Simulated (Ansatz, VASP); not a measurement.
**Rh: VASP beside Ansatz**

File INCAR:

```
PREC = Accurate ; ENCUT = 500
EDIFF = 1E-6 ; ISMEAR = -1
SIGMA = 0.05 ; LREAL = False
LASPH = True ; NELM = 120
ALGO = Normal ; ISIF = 2
LWAVE = False ; LCHARG = False
GGA = CA ; NBANDS = 14
GGA_COMPAT = False
```

Contents of KPOINTS:

```
regular mesh
0
Gamma
  17 17 17
```

POSCAR

```
Rh
1.0
    0.0000000000      1.7985666952      1.7985666952
    1.7985666952      0.0000000000      1.7985666952
    1.7985666952      1.7985666952      0.0000000000
Rh
1
Direct
    0.0000000000      0.0000000000      0.0000000000
```

Input for Ansatz:

```yaml
crystal:
  lattice:
    - [0.0, 1.7985666952, 1.7985666952]
    - [1.7985666952, 0.0, 1.7985666952]
    - [1.7985666952, 1.7985666952, 0.0]
  atoms:
    - { symbol: Rh, position: [0.0, 0.0, 0.0] }
kpoints:
  mp_grid: { grid: [17, 17, 17] }
scf:
  occupations: { method: fermi_dirac, width: 0.05 }
hamiltonian:
  xc: lda
  pseudopotentials: { kind: paw }
output:
  forces: true
  stress: true
  eigenvalues: true
  populations: true
  write_density: true
  write_potential: true
  elf: true
  volumetric_format: npy
```

Change from the starting cell: volume scaled by 0.88, PAW files.

Alike in both runs: task single point; functional LDA; k mesh 17 × 17 × 17; occupations fermi-dirac, width 0.05 eV; no spin polarisation.

```csv
,VASP,Ansatz
version,VASP 6.6.1,Ansatz 0.2.0
potentials or method,"VASP PAW LDA potentials, release 64 (Rh_pv)","PAW with Ansatz's default frozen-core files, scalar-relativistic"
plane-wave cutoff (eV),500,420
valence electrons in the cell,15,17
```

|  | VASP | Ansatz | Ansatz less VASP |
| --- | --- | --- | --- |
| pressure (GPa) | 57.5 | 55.9 | -1.61 |

LDA's correlation is that of Perdew and Zunger in VASP and of Perdew and Wang (1992) in Ansatz. Both programs put the cell under a high pressure, so it lies far from rest at this level. VASP's potentials hold 15 valence electrons a cell and Ansatz's 17, so a difference there can come from the potentials and not from the codes.
